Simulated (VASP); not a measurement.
Write the native input for VASP 6.6.1 that does the following.

```yaml
Task: single point
Functional: PBE
Potentials_or_basis: VASP PAW PBE potentials, release 64 (Zr_sv, H)
Cutoff: 520 eV
k_mesh: 6 × 6 × 6
Occupations: gaussian, width 0.1 eV
Spin: collinear spin, ferromagnetic start
Starting_moments: "[1.0, 1.0, 0.0, 0.0, 0.0] μB"
Dipole_correction: no
Further_INCAR_settings: ALGO = Normal; EDIFF = 1e-07; NBANDS = 26
```

The structure of Zr2H3 lies in POSCAR:

```
Zr2H3
1.0
   -2.1191152152      2.1191152152      3.7186817734
    2.1191152152     -2.1191152152      3.7186817734
    2.1191152152      2.1191152152     -3.7186817734
Zr H
2 3
Direct
    0.7500000000      0.2500000000      0.5000000000
    0.2500000000      0.7500000000      0.5000000000
    0.0000000000      0.0000000000      0.0000000000
    0.5000000000      0.0000000000      0.5000000000
    0.0000000000      0.5000000000      0.5000000000
```

One way to write it, as run:

INCAR

```
SYSTEM = Zr2H3
PREC = Accurate
ENCUT = 520
EDIFF = 1E-7
ISMEAR = 0
SIGMA = 0.1
LREAL = .False.
LASPH = .True.
NELM = 150
ALGO = Normal
ISIF = 2
LWAVE = .False.
LCHARG = .False.
ISPIN = 2
MAGMOM = 1 1 0 0 0
LORBIT = 11
LMAXMIX = 4
GGA = PE
NBANDS = 26
```

KPOINTS

```
Automatic mesh
0
Gamma
  6 6 6
  0 0 0
```

Potentials or basis: VASP PAW PBE potentials, release 64 (Zr_sv, H).

Run with:

```bash
$ cat potpaw_PBE.64/Zr_sv/POTCAR potpaw_PBE.64/H/POTCAR > POTCAR
$ mpirun -np 1 vasp_std > vasp.out
```

Results of the run:

```json
{
 "Pressure": "-0.1 GPa",
 "Net moment": "0.00 μB per cell",
 "Valence electrons inside the program's atomic spheres": "Zr 9.86; H 0.40, 0.61"
}
```

It took 2.1 min on 1 thread of Oxide Virtual Turin-like Processor, on a shared host, peak memory 0.24 GiB.
